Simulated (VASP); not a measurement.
Input of a VASP 6.6.1 run:

Contents of INCAR:

```
SYSTEM = BN
  PREC = Accurate
  ENCUT = 600
  EDIFF = 1E-6
  ISMEAR = 0
  SIGMA = 0.01
  LREAL = .FALSE.
  LASPH = .TRUE.
  NELM = 120
  ALGO = Normal
  ISIF = 2
  LWAVE = .FALSE.
  LCHARG = .FALSE.
  GGA = PE
  IVDW = 13
  NBANDS = 11
  GGA_COMPAT = .FALSE.
```

KPOINTS

```
regular mesh
0
G
  12 12 12
  0 0 0
```

The input POSCAR:

```
BN
1.0
    1.2384954568      0.7150456854      2.7182116809
   -1.2384954568      0.7150456854      2.7182116809
    0.0000000000     -1.4300913708      2.7182116809
B N
1 1
Direct
    1.0010547317      1.0010547317      1.0010547317
    0.3313782683      0.3313782683      0.3313782683
```

Potentials or basis: VASP PAW PBE potentials, release 64 (B, N).

Run with:

```sh
$ cat potpaw_PBE.64/B/POTCAR potpaw_PBE.64/N/POTCAR > POTCAR
$ mpirun -np 1 vasp_std > vasp.out
```

Q: What does it give for the pressure?

A: 16.2 GPa.

Q: Predict the dispersion energy per atom.

A: -0.202 eV.

Q: Estimate the band gap on the k mesh.

A: 3.66 eV, indirect (least direct gap 4.96 eV).

Stress tensor (GPa, compression positive):
```
16.46  0.00  0.00
 0.00 16.46  0.00
 0.00  0.00 15.64
```

A k mesh can miss the band edges.
